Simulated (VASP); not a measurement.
Wanted: the native input for a VASP 6.6.1 run.

| Property | Result |
| --- | --- |
| Task | electric field gradients |
| Functional | LDA |
| Potentials or basis | VASP PAW LDA potentials, release 64 (Sc_sv, Pd) |
| Cutoff | 520 eV |
| k mesh | 9 × 9 × 9 |
| Occupations | fermi-dirac, width 0.05 eV |
| Spin | no spin polarisation |
| Dipole correction | no |
| Further INCAR settings | ALGO = Normal; EDIFF = 1e-08; NBANDS = 18 |

The structure of ScPd lies in POSCAR:

```
ScPd
1.0
    3.2830000000      0.0000000000      0.0000000000
    0.0000000000      3.2830000000      0.0000000000
    0.0000000000      0.0000000000      3.2830000000
Sc Pd
1 1
Direct
    0.5000000000      0.5000000000      0.5000000000
    0.0000000000      0.0000000000      0.0000000000
```

One way to write it, as run:

INCAR

```
SYSTEM = ScPd
PREC     = Accurate       ! precision mode
ENCUT    = 520            ! plane-wave cutoff, eV
EDIFF    = 1E-8           ! SCF threshold, eV
ISMEAR   = -1             ! smearing method
SIGMA    = 0.05           ! smearing width, eV
LREAL    = .False.        ! projectors in reciprocal space
LASPH    = .True.         ! aspherical terms in the spheres
NELM     = 100            ! most SCF steps
ALGO     = Normal         ! electronic algorithm
ISIF     = 2              ! what is computed and relaxed
LWAVE    = .False.        ! write WAVECAR
LCHARG   = .False.        ! write CHGCAR
LEFG     = .True.       
NBANDS   = 18             ! bands
```

KPOINTS

```
regular mesh
0
Gamma
  9 9 9
  0 0 0
```

Potentials or basis: VASP PAW LDA potentials, release 64 (Sc_sv, Pd).

Launch:

```console
$ cat potpaw_LDA.64/Sc_sv/POTCAR potpaw_LDA.64/Pd/POTCAR > POTCAR
$ mpirun -np 1 vasp_std > vasp.out
```

It gave:

| Item | Value |
| --- | --- |
| Pressure | -5.4 GPa |
| Band gap on the k mesh | zero (an odd number of electrons rules out a gap without spin polarisation) |
| Largest electric field gradient by atom | zero within the noise of the run |

Caveat: the cell stands under tension.

Run time: 12 s on 1 thread of Intel(R) Xeon(R) Platinum 8259CL CPU @ 2.50GHz (Skylake/Cascade Lake) (shared host), peak memory 0.14 GiB.
